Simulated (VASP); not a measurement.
Fe: single point with PBE

Fe:

```
Fe
1.0
     2.83119    0.00000    0.00000
     0.00000    2.83119    0.00000
     0.00000    0.00000    2.83119
Fe
2
Direct
  0.00000 0.00000 0.00000
  0.50000 0.50000 0.50000
```

| Quantity | Value |
| --- | --- |
| Program | VASP 6.6.1 |
| Task | single point |
| Functional | PBE |
| Potentials or basis | VASP PAW PBE potentials, release 64 (Fe) |
| Cutoff | 520 eV |
| k mesh | 16 × 16 × 16 |
| Occupations | gaussian, width 0.05 eV |
| Spin | collinear spin, ferromagnetic start |
| Starting moments | [2.5, 2.5] μB |

| Quantity | Value |
| --- | --- |
| Pressure | -0.1 GPa |
| Net moment | 4.38 μB per cell |
| Site moments | Fe +2.19 μB |
| Valence electrons inside the program's atomic spheres | Fe 7.27 |

Levels at points of the mesh, in eV from the Fermi level:
Spin up:
```tsv
k point	band 6	band 7	band 8	band 9	band 10	band 11	band 12	band 13	band 14	band 15
(0.00, 0.00, 0.00)	-2.30	-1.09	-1.09	0.12	0.12	0.12	9.95	9.95	9.95	15.66
(0.50, 0.00, 0.00)	-1.86	-1.86	-1.86	-1.12	-1.12	0.22	0.22	17.11	17.11	17.11
(0.50, 0.50, 0.00)	-1.02	-0.90	-0.90	0.39	0.39	0.52	0.52	7.37	7.37	18.38
(0.50, 0.50, 0.50)	-3.23	-0.87	-0.87	-0.87	-0.87	8.65	8.65	8.65	8.65	8.65
```
Spin down:
```tsv
k point	band 2	band 3	band 4	band 5	band 6	band 7	band 8	band 9	band 10	band 11
(0.00, 0.00, 0.00)	-3.03	-3.03	-0.40	-0.40	-0.40	1.66	1.66	2.30	2.30	2.30
(0.50, 0.00, 0.00)	-4.06	-0.77	-0.77	-0.02	-0.02	-0.02	-0.02	0.91	0.91	2.58
(0.50, 0.50, 0.00)	-3.65	-1.68	-1.68	0.63	0.63	1.51	1.51	1.92	1.92	2.60
(0.50, 0.50, 0.50)	-1.84	-1.84	-1.84	-1.84	-1.84	1.97	1.97	1.97	1.97	9.53
```

Wall time 86 s on 1 thread of Intel(R) Xeon(R) Platinum 8259CL CPU @ 2.50GHz (Skylake/Cascade Lake), with other jobs on the host, peak memory 0.22 GiB.
